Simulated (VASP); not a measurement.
# B (Fm-3m) in VASP: settings compared

Aim: see how the results for B move with the level of theory and the settings. Levels: PBEsol, PBE. Tasks: single point.

Everything below comes from runs of VASP 6.6.1. Logs are shortened: lines on timing, memory, paths and dates and some standing lists are left out, and cuts for length are marked.

### Step 1. The cell of the first run

The structure is cubic, space group Fm-3m (No. 225). Conventional cell: a = 2.305 Å, b = 2.305 Å, c = 2.305 Å, α = 90.00°, β = 90.00°, γ = 90.00°. B (site symmetry m-3m) has 12 B at 1.63 Å within 2.2 Å.

### Step 2. Single point, PBEsol

Contents of INCAR:

```
PREC = Accurate ; ENCUT = 520
EDIFF = 1E-6 ; ISMEAR = -1
SIGMA = 0.05 ; LREAL = F
LASPH = T ; NELM = 80
ALGO = Normal ; ISIF = 2
LWAVE = F ; LCHARG = F
GGA = PS ; NBANDS = 8
ISYM = 0
```

Contents of KPOINTS:

```
Automatic mesh
0
Gamma
  24 24 24
  0.5 0.5 0.5
```

Contents of POSCAR:

```
B
1.0
    0.0000000000      1.1523929726      1.1523929726
    1.1523929726      0.0000000000      1.1523929726
    1.1523929726      1.1523929726      0.0000000000
B
1
Direct
    0.0000000000      0.0000000000      0.0000000000
```

Potentials or basis: VASP PAW PBE potentials, release 64 (B).

Command:

```bash
$ cat potpaw_PBE.64/B/POTCAR > POTCAR
$ mpirun -np 1 vasp_std > vasp.out
```

OUTCAR:

```text
PREC = Accurate
   ENCUT = 520
   EDIFF = 1E-6
   ISMEAR = -1
   LREAL = F
   LASPH = T
   NELM = 80
   ISIF = 2
   GGA = PS
   ISYM = 0

 ion  position               nearest neighbor table
   1  0.000  0.000  0.000-

IMPORTANT INFORMATION: All symmetrisations will be switched off!
NOSYMM: (Re-)initialisation of all symmetry stuff for point group C_1.

----------------------------------------------------------------------------------------

                                     Primitive cell

  volume of cell :       3.0608

  direct lattice vectors                    reciprocal lattice vectors
     0.000000000  1.152392973  1.152392973    -0.433879772  0.433879772  0.433879772
     1.152392973  0.000000000  1.152392973     0.433879772 -0.433879772  0.433879772
     1.152392973  1.152392973  0.000000000     0.433879772  0.433879772 -0.433879772

  length of vectors
     1.629729771  1.629729771  1.629729771     0.751501809  0.751501809  0.751501809

  position of ions in fractional coordinates (direct lattice)
     0.000000000  0.000000000  0.000000000

  ion indices of the primitive-cell ions
   primitive index   ion index
                 1           1

----------------------------------------------------------------------------------------

 KPOINTS: Automatic mesh

Automatic generation of k-mesh.
 Grid dimensions read from file:
 generate k-points for:   24   24   24

 Generating k-lattice:

  Cartesian coordinates                     Fractional coordinates (reciprocal lattice)
    -0.018078324  0.018078324  0.018078324     0.041666667  0.000000000  0.000000000
     0.018078324 -0.018078324  0.018078324     0.000000000  0.041666667  0.000000000
     0.018078324  0.018078324 -0.018078324     0.000000000  0.000000000  0.041666667

  Length of vectors
     0.031312575  0.031312575  0.031312575

  Shift w.r.t. Gamma in fractional coordinates (k-lattice)
     0.500000000  0.500000000  0.500000000

 Subroutine IBZKPT returns following result:
 ===========================================

 Found  27648 irreducible k-points:

 Following reciprocal coordinates:
            Coordinates               Weight
  0.020833  0.020833  0.020833      2.000000
  0.020833  0.000000  0.000000      2.000000
  0.000000  0.000000 -0.020833      2.000000
  0.000000  0.020833  0.000000      2.000000
  0.062500  0.020833  0.020833      2.000000
  0.020833  0.062500  0.020833      2.000000
[... 16 lines left out ...]
  0.000000  0.083333 -0.020833      2.000000
  0.083333  0.000000 -0.020833      2.000000
 [... further k-points ...]
   k-points           NKPTS =  27648   k-points in BZ     NKDIM =  27648   number of bands    NBANDS=      8
   number of dos      NEDOS =    301   number of ions     NIONS =      1
   total plane-waves  NPLWV =   1728
   dimension x,y,z NGX =    12 NGY =   12 NGZ =   12
   dimension x,y,z NGXF=    24 NGYF=   24 NGZF=   24
   ions per type =               1
   NGX,Y,Z   is equivalent  to a cutoff of  12.24, 12.24, 12.24 a.u.
   NGXF,Y,Z  is equivalent  to a cutoff of  24.48, 24.48, 24.48 a.u.
 SYSTEM =  unknown system
   PREC   = accura    normal or accurate (medium, high low for compatibility)
   ISTART =      0    job   : 0-new  1-cont  2-samecut
   ICHARG =      2    charge: 1-file 2-atom 10-const
   ISPIN  =      1    spin polarized calculation?
   LNONCOLLINEAR =      F non collinear calculations
   LSORBIT =      F    spin-orbit coupling
   LASPH  =      T    aspherical Exc in radial PAW
   ENCUT  =  520.0 eV  38.22 Ry    6.18 a.u.   3.03  3.03  3.03*2*pi/ulx,y,z
   NELM   =     80;   NELMIN=  2; NELMDL= -5     # of ELM steps
   EDIFF  = 0.1E-05   stopping-criterion for ELM
   LREAL  =      F    real-space projection
   EDIFFG = 0.1E-04   stopping-criterion for IOM
   NSW    =      0    number of steps for IOM
   IBRION =     -1    ionic relax: 0-MD 1-quasi-New 2-CG
   NFREE  =      0    steps in history (QN), initial steepest desc. (CG)
   ISIF   =      2    stress and relaxation
   ISYM   =      0    0-nonsym 1-usesym 2-fastsym
   POTIM  = 0.5000    time-step for ionic-motion
   TEBEG  =    0.0;   TEEND  =   0.0 temperature during run
   PSTRESS=    0.0 pullay stress
   NELECT =       3.0000    total number of electrons
   NUPDOWN=      -1.0000    fix difference up-down
   EMIN   =  10.00;   EMAX   =-10.00  energy-range for DOS
   EFERMI =   0.00;   METHOD = LEGACY
   ISMEAR =    -1;   SIGMA  =   0.05  broadening in eV -4-tet -1-fermi 0-gaus
   EFERMI_NEDOS =   21; number of points for ismear=-14 and -15
   IALGO  =     38    algorithm
   IMIX   =      4    mixing-type and parameters
     AMIX     =   0.40;   BMIX     =  1.00
     AMIX_MAG =   1.60;   BMIX_MAG =  1.00
  volume/ion in A,a.u.               =       3.06        20.66
  Fermi-wavevector in a.u.,A,eV,Ry     =   1.626190  3.073054 35.980529  2.644494
  Thomas-Fermi vector in A             =   2.719190
   LORBIT       =      0    0 simple, 1 ext, 2 COOP (PROOUT), +10 PAW based schemes
   GGA     = PS    functional components
   LHFCALC =     F    Hartree Fock is set to
   AEXX    =    0.0000 exact exchange contribution
   IVDW    =     0    specifies the selected vdW correction
   LEPSILON=     F    determine dielectric tensor
   LRPA    =     F    only Hartree local field effects (RPA)
 non-spin polarized calculation
  energy-cutoff  :      520.00
  volume of cell :        3.06
 maximum number of plane-waves:        92
   NGX =  5   NGY =  5   NGZ =  5

 number of electron       3.0000000 magnetization

 Free energy of the ion-electron system (eV)
  ---------------------------------------------------
  ext. energy  EPLUGINS =         0.00000000
  ---------------------------------------------------
  free energy    TOTEN  =        -2.77634721 eV

  energy without entropy =       -2.77549526  energy(sigma->0) =       -2.77592124

 E-fermi :  20.2776     XC(G=0): -16.0325

 val. band max:       20.2633737925   @ k =   0.2500  -0.1667  -0.2292
 cond. band min:      20.2849986694   @ k =  -0.2500  -0.2500   0.4792
 fundamental gap:      0.0216248768
 Fermi energy:        20.2775852728

 k-point     1 :       0.0208    0.0208    0.0208
  band No.  band energies     occupation
      1      -7.7672      2.00000
      2      48.4087      0.00000
      3      48.5612      0.00000
      4      48.5612      0.00000
      5      67.6365      0.00000
      6      68.3520      0.00000
      7      68.3520      0.00000
      8      73.2305      0.00000

 k-point     2 :       0.0208    0.0000    0.0000
  band No.  band energies     occupation
      1      -7.7672      2.00000
      2      48.4087      0.00000
      3      48.5612      0.00000
      4      48.5612      0.00000
      5      67.6365      0.00000
      6      68.3520      0.00000
      7      68.3520      0.00000
      8      73.2305      0.00000

 k-point     3 :       0.0000    0.0000   -0.0208
  band No.  band energies     occupation
      1      -7.7672      2.00000
      2      48.4087      0.00000
      3      48.5612      0.00000
      4      48.5612      0.00000
      5      67.6365      0.00000
      6      68.3520      0.00000
      7      68.3520      0.00000
      8      73.2305      0.00000

 k-point     4 :       0.0000    0.0208    0.0000
  band No.  band energies     occupation
      1      -7.7672      2.00000
      2      48.4087      0.00000
      3      48.5612      0.00000
      4      48.5612      0.00000
      5      67.6365      0.00000
      6      68.3520      0.00000
      7      68.3520      0.00000
      8      73.2305      0.00000

 k-point     5 :       0.0625    0.0208    0.0208
  band No.  band energies     occupation
      1      -7.6371      2.00000
      2      47.5090      0.00000
      3      47.9469      0.00000
      4      48.5936      0.00000
      5      65.8534      0.00000
      6      68.5453      0.00000
      7      69.2891      0.00000
      8      76.2671      0.00000

 k-point     6 :       0.0208    0.0625    0.0208
  band No.  band energies     occupation
      1      -7.6371      2.00000
      2      47.5090      0.00000
      3      47.9469      0.00000
      4      48.5936      0.00000
      5      65.8534      0.00000
      6      68.5453      0.00000
      7      69.2891      0.00000
      8      76.2671      0.00000

 k-point     7 :       0.0208    0.0208    0.0625
  band No.  band energies     occupation
      1      -7.6371      2.00000
      2      47.5090      0.00000
      3      47.9469      0.00000
      4      48.5936      0.00000
      5      65.8534      0.00000
      6      68.5453      0.00000
      7      69.2891      0.00000
      8      76.2671      0.00000

 k-point     8 :       0.0208    0.0000   -0.0417
  band No.  band energies     occupation
      1      -7.6371      2.00000
      2      47.5090      0.00000
      3      47.9469      0.00000
      4      48.5936      0.00000
      5      65.8534      0.00000
      6      68.5453      0.00000
      7      69.2891      0.00000
      8      76.2671      0.00000

 k-point     9 :       0.0625    0.0417    0.0417
  band No.  band energies     occupation
      1      -7.6371      2.00000
      2      47.5090      0.00000
      3      47.9469      0.00000
      4      48.5936      0.00000
      5      65.8534      0.00000
      6      68.5453      0.00000
      7      69.2891      0.00000
      8      76.2671      0.00000

 k-point    10 :       0.0208   -0.0417    0.0000
  band No.  band energies     occupation
      1      -7.6371      2.00000
      2      47.5090      0.00000
      3      47.9469      0.00000
      4      48.5936      0.00000
      5      65.8534      0.00000
      6      68.5453      0.00000
      7      69.2891      0.00000
      8      76.2671      0.00000
[... 78 lines left out ...]
 k-point    18 :       0.0208    0.1042    0.0208
  band No.  band energies     occupation
      1      -7.3117      2.00000
      2      45.0841      0.00000
      3      47.2365      0.00000
      4      48.2896      0.00000
      5      64.5397      0.00000
      6      69.3571      0.00000
      7      70.5302      0.00000
      8      80.5423      0.00000

 k-point    19 :       0.0208    0.0208    0.1042
  band No.  band energies     occupation
      1      -7.3117      2.00000
      2      45.0841      0.00000
      3      47.2365      0.00000
      4      48.2896      0.00000
      5      64.5397      0.00000
      6      69.3571      0.00000
      7      70.5302      0.00000
      8      80.5423      0.00000

 k-point    20 :       0.0208    0.0000   -0.0833
  band No.  band energies     occupation
      1      -7.3117      2.00000
      2      45.0841      0.00000
      3      47.2365      0.00000
      4      48.2896      0.00000
      5      64.5397      0.00000
      6      69.3571      0.00000
      7      70.5302      0.00000
      8      80.5423      0.00000

 k-point    21 :       0.1042    0.0833    0.0833
  band No.  band energies     occupation
      1      -7.3117      2.00000
      2      45.0841      0.00000
      3      47.2365      0.00000
      4      48.2896      0.00000
      5      64.5397      0.00000
      6      69.3571      0.00000
      7      70.5302      0.00000
      8      80.5423      0.00000

 k-point    22 :       0.0208   -0.0833    0.0000
  band No.  band energies     occupation
      1      -7.3117      2.00000
      2      45.0841      0.00000
      3      47.2365      0.00000
      4      48.2896      0.00000
      5      64.5397      0.00000
      6      69.3571      0.00000
      7      70.5302      0.00000
      8      80.5423      0.00000

 k-point    23 :       0.0000    0.0833   -0.0208
  band No.  band energies     occupation
      1      -7.3117      2.00000
      2      45.0841      0.00000
      3      47.2365      0.00000
      4      48.2896      0.00000
      5      64.5397      0.00000
      6      69.3571      0.00000
      7      70.5302      0.00000
      8      80.5423      0.00000

 k-point    24 :       0.0833    0.0000   -0.0208
  band No.  band energies     occupation
      1      -7.3117      2.00000
      2      45.0841      0.00000
      3      47.2365      0.00000
      4      48.2896      0.00000
      5      64.5397      0.00000
      6      69.3571      0.00000
      7      70.5302      0.00000
      8      80.5423      0.00000

 [... further k-points ...]
[... 5 lines left out ...]
  --------------------------------------------------------------------------------------
  -------------------------------------------------------------------------------------
  Total       10.7096034     10.7096034     10.7096034      0.0000000      0.0000000      0.0000000
  in kB     5605.9881031   5605.9881028   5605.9880975      0.0000082      0.0000065      0.0000079
  external PRESSURE =    5605.9881011 kB  Pullay stress =       0.0000000 kB

 VOLUME and BASIS-vectors are now :
 -----------------------------------------------------------------------------
  energy-cutoff  :      520.00
  volume of cell :        3.06
      direct lattice vectors                 reciprocal lattice vectors
     0.000000000  1.152392973  1.152392973    -0.433879772  0.433879772  0.433879772
     1.152392973  0.000000000  1.152392973     0.433879772 -0.433879772  0.433879772
     1.152392973  1.152392973  0.000000000     0.433879772  0.433879772 -0.433879772

 POSITION                                       TOTAL-FORCE (eV/Angst)
 -----------------------------------------------------------------------------------
      0.00000      0.00000      0.00000         0.000000     -0.000000     -0.000000
 -----------------------------------------------------------------------------------
    total drift:                                0.000000     -0.000000     -0.000000

  FREE ENERGIE OF THE ION-ELECTRON SYSTEM (eV)
  ---------------------------------------------------
  free  energy   TOTEN  =        -2.7763472128 eV

  energy  without entropy=       -2.7754952647  energy(sigma->0) =       -2.77592124
```

Run time: 2.2 min. Hardware: 1 thread of Intel Xeon 6975P-C (Granite Rapids), shared host; peak memory 0.69 GiB.

What came out:

| Item | Value |
| --- | --- |
| Free energy | -2.7763 eV |
| Pressure | 560.6 GPa |

Levels at points of the mesh, in eV from the Fermi level:
| k point | band 1 | band 2 | band 3 | band 4 | band 5 | band 6 |
| --- | --- | --- | --- | --- | --- | --- |
| (0.02, 0.02, 0.02) | -28.04 | 28.13 | 28.28 | 28.28 | 47.36 | 48.07 |

Caveat: the PAW data sets were made with another functional, which shifts forces and pressure a little.

### Step 3. Single point, PBE

This run uses another cell than the first one, of 5.89 Å³/atom, 1.923 times its volume.

Contents of INCAR:

```
SYSTEM = B
ALGO     = Normal         ! electronic algorithm
EDIFF    = 1E-7           ! SCF threshold, eV
ENCUT    = 520            ! plane-wave cutoff, eV
GGA      = PE             ! functional
ISIF     = 2              ! what is computed and relaxed
ISMEAR   = -1             ! smearing method
LASPH    = .True.         ! aspherical terms in the spheres
LCHARG   = .False.        ! write CHGCAR
LREAL    = .False.        ! projectors in reciprocal space
LWAVE    = .False.        ! write WAVECAR
NBANDS   = 8              ! bands
NELM     = 60             ! most SCF steps
PREC     = Accurate       ! precision mode
SIGMA    = 0.05           ! smearing width, eV
```

Contents of KPOINTS:

```
k-points
0
Gamma
  24 24 24
  0 0 0
```

Contents of POSCAR:

```
B
1.0
    0.0000000000      1.4330658730      1.4330658730
    1.4330658730      0.0000000000      1.4330658730
    1.4330658730      1.4330658730      0.0000000000
B
1
Direct
    0.0000000000      0.0000000000      0.0000000000
```

Potentials or basis: VASP PAW PBE potentials, release 64 (B).

Command:

```bash
$ cat potpaw_PBE.64/B/POTCAR > POTCAR
$ mpirun -np 1 vasp_std > vasp.out
```

OUTCAR:

```text
SYSTEM = B
   EDIFF = 1E-7
   ENCUT = 520
   GGA = PE
   ISIF = 2
   ISMEAR = -1
   LASPH = .True.
   LREAL = .False.
   NELM = 60
   PREC = Accurate

 ion  position               nearest neighbor table
   1  0.000  0.000  0.000-

  LATTYP: Found a face centered cubic cell.
 ALAT       =     2.8661317460

  Lattice vectors:

 A1 = (   0.0000000000,   1.4330658730,   1.4330658730)
 A2 = (   1.4330658730,   0.0000000000,   1.4330658730)
 A3 = (   1.4330658730,   1.4330658730,   0.0000000000)

[... 432 lines left out ...]
  band No.  band energies     occupation
      1      -0.3645      2.00000
      2       6.2231      2.00000
      3      23.3150      0.00000
      4      23.6106      0.00000
      5      38.2688      0.00000
      6      40.5671      0.00000
      7      44.2741      0.00000
      8      44.5603      0.00000

 [... further k-points ...]
[... 5 lines left out ...]
  --------------------------------------------------------------------------------------
  -------------------------------------------------------------------------------------
  Total        0.0010830      0.0010830      0.0010830      0.0000000      0.0000000      0.0000000
  in kB        0.2947800      0.2947800      0.2947800      0.0000000      0.0000000      0.0000000
  external PRESSURE =       0.2947800 kB  Pullay stress =       0.0000000 kB

 VOLUME and BASIS-vectors are now :
 -----------------------------------------------------------------------------
  energy-cutoff  :      520.00
  volume of cell :        5.89
      direct lattice vectors                 reciprocal lattice vectors
     0.000000000  1.433065873  1.433065873    -0.348902315  0.348902315  0.348902315
     1.433065873  0.000000000  1.433065873     0.348902315 -0.348902315  0.348902315
     1.433065873  1.433065873  0.000000000     0.348902315  0.348902315 -0.348902315

 POSITION                                       TOTAL-FORCE (eV/Angst)
 -----------------------------------------------------------------------------------
      0.00000      0.00000      0.00000         0.000000      0.000000      0.000000
 -----------------------------------------------------------------------------------
    total drift:                               -0.000000     -0.000000     -0.000000

  FREE ENERGIE OF THE ION-ELECTRON SYSTEM (eV)
  ---------------------------------------------------
  free  energy   TOTEN  =        -5.3503726158 eV

  energy  without entropy=       -5.3483064275  energy(sigma->0) =       -5.34933952
```

OSZICAR:

```text
N       E                     dE             d eps       ncg     rms          rms(c)
DAV:   1    -0.346284798046E+01   -0.34628E+01   -0.15185E+03  7336   0.293E+02
DAV:   2    -0.535786694766E+01   -0.18950E+01   -0.18085E+01  8976   0.336E+01
DAV:   3    -0.535971818007E+01   -0.18512E-02   -0.18512E-02  7344   0.112E+00
DAV:   4    -0.535971822981E+01   -0.49741E-07   -0.49984E-07  9464   0.564E-03
DAV:   5    -0.535971823026E+01   -0.45172E-09   -0.12045E-11  7472   0.154E-05    0.174E+00
DAV:   6    -0.535359922304E+01    0.61190E-02   -0.26282E-04  7304   0.110E-01    0.105E+00
DAV:   7    -0.535037371713E+01    0.32255E-02   -0.47065E-04  7192   0.178E-01    0.392E-02
DAV:   8    -0.535037203642E+01    0.16807E-05   -0.10143E-06  7656   0.967E-03    0.158E-02
DAV:   9    -0.535037260836E+01   -0.57194E-06   -0.20665E-07  7800   0.364E-03    0.582E-04
DAV:  10    -0.535037261584E+01   -0.74781E-08   -0.19660E-09  3488   0.364E-04
   1 F= -.53503726E+01 E0= -.53493395E+01  d E =-.206619E-02
```

It took 4.5 s on 1 thread of Intel Xeon 6975P-C (Granite Rapids), shared host; peak memory 0.11 GiB.

What came out:

```
Free energy : -5.3504 eV
Pressure    : 0.0 GPa
```
